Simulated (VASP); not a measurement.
Input of a VASP 6.6.1 run:

INCAR

```
  ALGO = Normal
  EDIFF = 1E-7
  EDIFFG = -0.01
  ENCUT = 600
  GGA = PE
  IBRION = 2
  ISIF = 3
  ISMEAR = -1
  LASPH = True
  LCHARG = False
  LREAL = False
  LWAVE = False
  NELM = 80
  NSW = 80
  PREC = Accurate
  PSTRESS = 100.0
  SIGMA = 0.05
```

File KPOINTS:

```
k-points
0
Gamma
  4 4 4
```

Contents of POSCAR:

```
BaTiO3
1.0
    3.9998000000      0.0000000000      0.0000000000
    0.0000000000      3.9998000000      0.0000000000
    0.0000000000      0.0000000000      4.0180000000
Ba Ti O
1 1 3
Direct
    0.0000000000      0.0000000000      0.0000000000
    0.5000000000      0.5000000000      0.4900000000
    0.5000000000      0.5000000000      0.0190000000
    0.5000000000      0.0000000000      0.5170000000
    0.0000000000      0.5000000000      0.5170000000
```

Potentials or basis: VASP PAW PBE potentials, release 64 (Ba_sv, Ti_sv, O).

Command:

```bash
$ cat potpaw_PBE.64/Ba_sv/POTCAR potpaw_PBE.64/Ti_sv/POTCAR potpaw_PBE.64/O/POTCAR > POTCAR
$ mpirun -np 1 vasp_std > vasp.out
```

Question: Predict the relaxed volume.

Answer: 12.49 Å³/atom.

Question: Predict the band gap on the k mesh.

Answer: 1.83 eV, indirect (least direct gap 2.15 eV).

Question: Estimate the space group after relaxing (to 0.05 Å).

Answer: P4mm (No. 99).

Question: What does it give for the relaxed cell?

Answer: a = 3.949 Å, b = 3.949 Å, c = 4.004 Å, α = 90.00°, β = 90.00°, γ = 90.00°.

Final structure:
```
Ba Ti O
1.0
     3.94896    0.00000    0.00000
     0.00000    3.94896    0.00000
     0.00000    0.00000    4.00406
Ba Ti O
1 1 3
Direct
  0.00000 0.00000 0.00174
  0.50000 0.50000 0.48679
  0.50000 0.50000 0.02235
  0.50000 0.00000 0.51606
  0.00000 0.50000 0.51606
```

Caveat: the cell is relaxed towards a set pressure, so the enthalpy falls and the energy may rise; spin-orbit coupling is left out, which moves the levels of the heavy elements. A k mesh can miss the band edges.
